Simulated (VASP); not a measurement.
Set up this calculation in VASP 6.6.1, as the native input.

- Task: single point
- Functional: r2SCAN
- Potentials or basis: VASP PAW PBE potentials, release 64 (Mg, H)
- Cutoff: 520 eV
- k mesh: 8 × 8 × 8
- Occupations: gaussian, width 0.01 eV
- Spin: no spin polarisation
- Dipole correction: no
- Further INCAR settings: ALGO = Normal; EDIFF = 1e-06; NBANDS = 13

MgH2:

```xyz
6
Lattice="-1.9277 1.9277 4.7856 1.9277 -1.9277 4.7856 1.9277 1.9277 -4.7856" Properties=species:S:1:pos:R:3 pbc="T T T"
Mg    0.0000    1.9277    2.3928
Mg    0.0000    0.0000    0.0000
H     0.0000    1.9277    0.3811
H     0.0000    0.0000    7.5596
H     0.0000    0.0000    2.0117
H     0.0000    1.9277    4.4045
```

These files were run (other wordings do the same):

POSCAR

```
MgH2
1.0
   -1.9277373008      1.9277373008      4.7856406731
    1.9277373008     -1.9277373008      4.7856406731
    1.9277373008      1.9277373008     -4.7856406731
Mg H
2 4
Direct
    0.7500000000      0.2500000000      0.5000000000
    0.0000000000      0.0000000000      0.0000000000
    0.5398169929      0.0398169929      0.5000000000
    0.7898169929      0.7898169929      0.0000000000
    0.2101830071      0.2101830071      0.0000000000
    0.9601830071      0.4601830071      0.5000000000
```

INCAR.step1

```
PREC     = Accurate       # precision mode
ENCUT    = 520            # plane-wave cutoff, eV
ISMEAR   = 0              # smearing method
SIGMA    = 0.01           # smearing width, eV
LREAL    = False          # projectors in reciprocal space
LASPH    = True           # aspherical terms in the spheres
NELM     = 60             # most SCF steps
NBANDS   = 13             # bands
GGA      = PE             # functional
ALGO     = Normal         # electronic algorithm
EDIFF    = 1E-4           # SCF threshold, eV
LWAVE    = True           # write WAVECAR
LCHARG   = False          # write CHGCAR
```

INCAR.step2

```
PREC     = Accurate       # precision mode
ENCUT    = 520            # plane-wave cutoff, eV
EDIFF    = 1E-6           # SCF threshold, eV
ISMEAR   = 0              # smearing method
SIGMA    = 0.01           # smearing width, eV
LREAL    = False          # projectors in reciprocal space
LASPH    = True           # aspherical terms in the spheres
NELM     = 60             # most SCF steps
ALGO     = Normal         # electronic algorithm
ISIF     = 2              # what is computed and relaxed
LWAVE    = False          # write WAVECAR
LCHARG   = False          # write CHGCAR
METAGGA  = R2SCAN         # meta-GGA
LMIXTAU  = True         
NBANDS   = 13             # bands
ISTART   = 1
```

KPOINTS

```
regular mesh
0
Gamma
  8 8 8
```

Potentials or basis: VASP PAW PBE potentials, release 64 (Mg, H).

Command:

```console
$ cat potpaw_PBE.64/Mg/POTCAR potpaw_PBE.64/H/POTCAR > POTCAR
$ cp INCAR.step1 INCAR
$ mpirun -np 1 vasp_std > vasp.out
$ cp INCAR.step2 INCAR
$ mpirun -np 1 vasp_std > vasp.out
```

Results of the run:

The pressure is -2.9 GPa and the largest force is 0.062 eV/Å. The band gap on the k mesh is 4.02 eV (least direct gap 5.19 eV).

Caveat: the PAW data sets were made with another functional, which shifts forces and pressure a little.

Wall time 2.7 min on 1 thread of Intel(R) Xeon(R) 6975P-C (Granite Rapids) (shared host), peak memory 0.3 GiB.
